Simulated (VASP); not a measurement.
# Au (P6_3/mmc) in VASP: relaxation of cell and atoms with PBE

Aim: the relaxation of cell and atoms of Au with PBE.

Everything below comes from runs of VASP 6.6.1. Logs are shortened: lines on timing, memory, paths and dates and some standing lists are left out, and cuts for length are marked.

## (1) The cell of the first run

The structure is hexagonal, space group P6_3/mmc (No. 194). Conventional cell: a = 2.942 Å, b = 2.942 Å, c = 9.591 Å, α = 90.00°, β = 90.00°, γ = 120.00°. Au (site symmetry -3m) has 12 Au at 2.94 Å within 3.9 Å. Within 3.9 Å of Au (site symmetry -6m2) lie 12 Au at 2.94 Å.

This isn't the form of Au at room conditions, which is fcc.

## (2) Relaxation of cell and atoms, PBE

INCAR

```
SYSTEM = Au
PREC     = Accurate       ! precision mode
ENCUT    = 600            ! plane-wave cutoff, eV
EDIFF    = 1E-6           ! SCF threshold, eV
ISMEAR   = 0              ! smearing method
SIGMA    = 0.1            ! smearing width, eV
LREAL    = .False.        ! projectors in reciprocal space
LASPH    = .True.         ! aspherical terms in the spheres
NELM     = 100            ! most SCF steps
ALGO     = Fast           ! electronic algorithm
ISIF     = 3              ! what is computed and relaxed
LWAVE    = .False.        ! write WAVECAR
LCHARG   = .False.        ! write CHGCAR
GGA      = PE             ! functional
IBRION   = 2              ! ionic algorithm
NSW      = 80             ! ionic steps
EDIFFG   = -0.01          ! ionic threshold
```

KPOINTS

```
regular mesh
0
Gamma
  18 18 6
  0 0 0
```

POSCAR

```
Au
1.0
    2.9419624875      0.0000000000      0.0000000000
   -1.4709812438      2.5478142512      0.0000000000
    0.0000000000      0.0000000000      9.5909541253
Au
4
Direct
    0.0000000000      0.0000000000      0.0000000000
    0.3333333333      0.6666666667      0.2500000000
    0.0000000000      0.0000000000      0.5000000000
    0.6666666667      0.3333333333      0.7500000000
```

Potentials or basis: VASP PAW PBE potentials, release 64 (Au).

Launch:

```
$ cat potpaw_PBE.64/Au/POTCAR > POTCAR
$ mpirun -np 1 vasp_std > vasp.out
```

OUTCAR:

```text
SYSTEM = Au
   PREC = Accurate
   ENCUT = 600
   EDIFF = 1E-6
   ISMEAR = 0
   LREAL = .False.
   LASPH = .True.
   NELM = 100
   ISIF = 3
   GGA = PE
   IBRION = 2
   NSW = 80
   EDIFFG = -0.01

 ion  position               nearest neighbor table
   1  0.000  0.000  0.000-   2 2.94   4 2.94   4 2.94   2 2.94   4 2.94   2 2.94
   2  0.333  0.667  0.250-   1 2.94   3 2.94   1 2.94   3 2.94   1 2.94   3 2.94
   3  0.000  0.000  0.500-   2 2.94   4 2.94   4 2.94   2 2.94   4 2.94   2 2.94
   4  0.667  0.333  0.750-   1 2.94   3 2.94   1 2.94   3 2.94   1 2.94   3 2.94

  LATTYP: Found a hexagonal cell.
 ALAT       =     2.9419624875
 C/A-ratio  =     3.2600531672

  Lattice vectors:

 A1 = (   2.9419624875,   0.0000000000,   0.0000000000)
 A2 = (  -1.4709812438,   2.5478142512,   0.0000000000)
 A3 = (   0.0000000000,   0.0000000000,   9.5909541253)

Analysis of symmetry for initial positions (statically):
=====================================================================
 Subroutine PRICEL returns:
 Original cell was already a primitive cell.

 Routine SETGRP: Setting up the symmetry group for a
 hexagonal supercell.

 Subroutine GETGRP returns: Found 24 space group operations
 (whereof 12 operations were pure point group operations)
 out of a pool of 24 trial point group operations.

The static configuration has the point symmetry D_3d.
 The point group associated with its full space group is D_6h.

Analysis of symmetry for dynamics (positions and initial velocities):
=====================================================================
 Subroutine PRICEL returns:
 Original cell was already a primitive cell.

 Routine SETGRP: Setting up the symmetry group for a
 hexagonal supercell.

 Subroutine GETGRP returns: Found 24 space group operations
 (whereof 12 operations were pure point group operations)
 out of a pool of 24 trial point group operations.

The dynamic configuration has the point symmetry D_3d.
 The point group associated with its full space group is D_6h.

 Subroutine INISYM returns: Found 24 space group operations
 (whereof 12 operations are pure point group operations),
 and found     1 'primitive' translations

----------------------------------------------------------------------------------------

                                     Primitive cell

  volume of cell :      71.8897

  direct lattice vectors                    reciprocal lattice vectors
     2.941962488  0.000000000  0.000000000     0.339909161  0.196246645  0.000000000
    -1.470981244  2.547814251  0.000000000     0.000000000  0.392493291  0.000000000
[... 115 lines left out ...]
   LHFCALC =     F    Hartree Fock is set to
   AEXX    =    0.0000 exact exchange contribution
   IVDW    =     0    specifies the selected vdW correction
   LEPSILON=     F    determine dielectric tensor
   LRPA    =     F    only Hartree local field effects (RPA)
 conjugate gradient relaxation of ions
 non-spin polarized calculation
 RMM-DIIS sequential band-by-band and
 Gauss-broadening in eV      SIGMA  =   0.10
  energy-cutoff  :      600.00
  volume of cell :       71.89
 maximum number of plane-waves:      2420
 NGX is ok and might be reduce to    24
   NGX = 11   NGY = 11   NGZ = 39

--------------------------------------- Ionic step        1  -------------------------------------------

 number of electron      44.0000000 magnetization

 Free energy of the ion-electron system (eV)
  ---------------------------------------------------
  ext. energy  EPLUGINS =         0.00000000
  ---------------------------------------------------
  free energy    TOTEN  =       -12.86855724 eV

  energy without entropy =      -12.86293712  energy(sigma->0) =      -12.86574718

------------------------ aborting loop because EDIFF is reached ----------------------------------------

  FORCE on cell =-STRESS in cart. coord.  units (eV):
  Direction    XX          YY          ZZ          XY          YZ          ZX
  --------------------------------------------------------------------------------------
  -------------------------------------------------------------------------------------
  Total       -0.1618660     -0.1618660      0.1694876      0.0000000      0.0000000      0.0000000
  in kB       -3.6074435     -3.6074435      3.7773029      0.0000000      0.0000000      0.0000000
  external PRESSURE =      -1.1458614 kB  Pullay stress =       0.0000000 kB
[... 95 lines left out ...]
  FREE ENERGIE OF THE ION-ELECTRON SYSTEM (eV)
  ---------------------------------------------------
  free  energy   TOTEN  =       -12.8693783491 eV

  energy  without entropy=      -12.8636691185  energy(sigma->0) =      -12.86652373

[... ionic steps 4 to 7 ...]

--------------------------------------- Ionic step        8  -------------------------------------------

 number of electron      43.9999999 magnetization

------------------------ aborting loop because EDIFF is reached ----------------------------------------
[... 71 lines left out ...]
--------------------------------------- Ionic step       10  -------------------------------------------

 number of electron      43.9999999 magnetization

 Free energy of the ion-electron system (eV)
  ---------------------------------------------------
  ext. energy  EPLUGINS =         0.00000000
  ---------------------------------------------------
  free energy    TOTEN  =       -12.86973858 eV

  energy without entropy =      -12.86390389  energy(sigma->0) =      -12.86682123

 E-fermi :   8.5570     XC(G=0): -12.4055

 val. band max:        8.5446576591   @ k =   0.4444   0.0556   0.3333
 cond. band min:       8.6234580092   @ k =   0.1667  -0.0000   0.3333
 fundamental gap:      0.0788003500
 Fermi energy:         8.5569702597

 k-point     1 :       0.0000    0.0000    0.0000
  band No.  band energies     occupation
      1      -0.6887      2.00000
      2       1.0024      2.00000
      3       1.0109      2.00000
      4       1.7498      2.00000
      5       4.0868      2.00000
      6       4.0963      2.00000
[... 685 lines left out ...]
     25      12.8475      0.00000
     26      13.1667      0.00000

 [... further k-points ...]

------------------------ aborting loop because EDIFF is reached ----------------------------------------

  FORCE on cell =-STRESS in cart. coord.  units (eV):
  Direction    XX          YY          ZZ          XY          YZ          ZX
  --------------------------------------------------------------------------------------
  -------------------------------------------------------------------------------------
  Total        0.0083896      0.0083896      0.0036499     -0.0000000      0.0000000      0.0000000
  in kB        0.1871519      0.1871519      0.0814206     -0.0000000      0.0000000      0.0000000
  external PRESSURE =       0.1519081 kB  Pullay stress =       0.0000000 kB
[... 19 lines left out ...]
  FREE ENERGIE OF THE ION-ELECTRON SYSTEM (eV)
  ---------------------------------------------------
  free  energy   TOTEN  =       -12.8697385811 eV

  energy  without entropy=      -12.8639038852  energy(sigma->0) =      -12.86682123

 reached required accuracy - stopping structural energy minimisation
```

OSZICAR:

```text
N       E                     dE             d eps       ncg     rms          rms(c)
DAV:   1     0.313726426397E+03    0.31373E+03   -0.25066E+04  7704   0.183E+03
DAV:   2    -0.508934855046E+01   -0.31882E+03   -0.30793E+03  8642   0.368E+02
[... 68 lines left out ...]
   9 F= -.12869719E+02 E0= -.12866790E+02  d E =-.340437E-03
       N       E                     dE             d eps       ncg     rms          rms(c)
DAV:   1    -0.128698985403E+02   -0.17945E-03   -0.55291E-03  7832   0.532E-01    0.706E-02
RMM:   2    -0.128697603094E+02    0.13823E-03   -0.25425E-04  7696   0.111E-01    0.306E-02
RMM:   3    -0.128697420611E+02    0.18248E-04   -0.43735E-05  7702   0.381E-02    0.210E-02
RMM:   4    -0.128697382842E+02    0.37768E-05   -0.10053E-05  7561   0.188E-02    0.394E-03
RMM:   5    -0.128697385811E+02   -0.29691E-06   -0.34019E-06  4766   0.114E-02
  10 F= -.12869739E+02 E0= -.12866821E+02  d E =-.197947E-04
```

CONTCAR:

```text
Au
   1.00000000000000
     2.9303475975411719    0.0000000000002285    0.0000000000000000
    -1.4651737988201903    2.5377554614328557    0.0000000000000000
     0.0000000000000000    0.0000000000000000    9.6580607175766264
  Au
     4
Direct
     0.0000000000000000    0.0000000000000000    1.0000000000000000
     0.3333333332999970    0.6666666667000030    0.2500000000000000
     0.0000000000000000    0.0000000000000000    0.5000000000000000
     0.6666666667000030    0.3333333332999970    0.7500000000000000

  0.00000000E+00  0.00000000E+00  0.00000000E+00
  0.00000000E+00  0.00000000E+00  0.00000000E+00
  0.00000000E+00  0.00000000E+00  0.00000000E+00
  0.00000000E+00  0.00000000E+00  0.00000000E+00
```

It took 16 min on 1 thread of Intel Xeon Platinum 8488C (Sapphire Rapids), shared host; peak memory 0.4 GiB.

What came out:

| Item | Value |
| --- | --- |
| Free energy | -12.8697 eV |
| Relaxed volume | 17.96 Å³/atom |
| Relaxed cell | a = 2.930 Å, b = 2.930 Å, c = 9.658 Å, α = 90.00°, β = 90.00°, γ = 120.00° |
| Space group after relaxing (to 0.1 Å) | P6_3/mmc (No. 194) |
| Energy gained by relaxing | 0.3 meV/atom |
| Ionic steps | 10 |
| Pressure after relaxing | 0.0 GPa |
| Band gap on the k mesh | zero (bands 22 and 23 overlap by 5.02 eV) |

The path:
```tsv
step	energy change (eV)	largest force (eV/Å)	pressure (GPa)	volume (Å³)
1	0.0000	0.0000	-0.11	71.89
2	-0.0007	0.0000	0.18	71.76
3	-0.0008	0.0000	0.42	71.63
4	-0.0011	0.0000	0.19	71.74
5	-0.0012	0.0000	0.10	71.77
6	-0.0012	0.0000	0.09	71.79
7	-0.0012	0.0000	0.07	71.80
8	-0.0012	0.0000	0.10	71.80
9	-0.0012	0.0000	0.10	71.79
10	-0.0012	0.0000	0.02	71.82
```

Final structure:
```
Au
1.0
     2.93035    0.00000    0.00000
    -1.46517    2.53776    0.00000
     0.00000    0.00000    9.65806
Au
4
Direct
  0.00000 0.00000 0.00000
  0.33333 0.66667 0.25000
  0.00000 0.00000 0.50000
  0.66667 0.33333 0.75000
```

Levels at points of the mesh, in eV from the Fermi level:
```
           k point  band 18  band 19  band 20  band 21  band 22  band 23  band 24  band 25  band 26
(0.00, 0.00, 0.00)    -2.79    -2.79    -2.51    -2.51    -1.97    -1.97    -0.71     2.74    10.69
(0.50, 0.00, 0.00)    -1.69    -1.66    -1.65    -0.30     0.49     1.08     1.38     3.43     3.68
(0.00, 0.00, 0.50)    -3.02    -2.89    -2.89    -2.19    -2.19    -2.19    -2.19     5.91     5.91
(0.50, 0.00, 0.50)    -1.82    -1.68    -1.68     0.37     0.37     1.27     1.27     4.06     4.06
```

Caveat: spin-orbit coupling is left out, which moves the levels of the heavy elements.
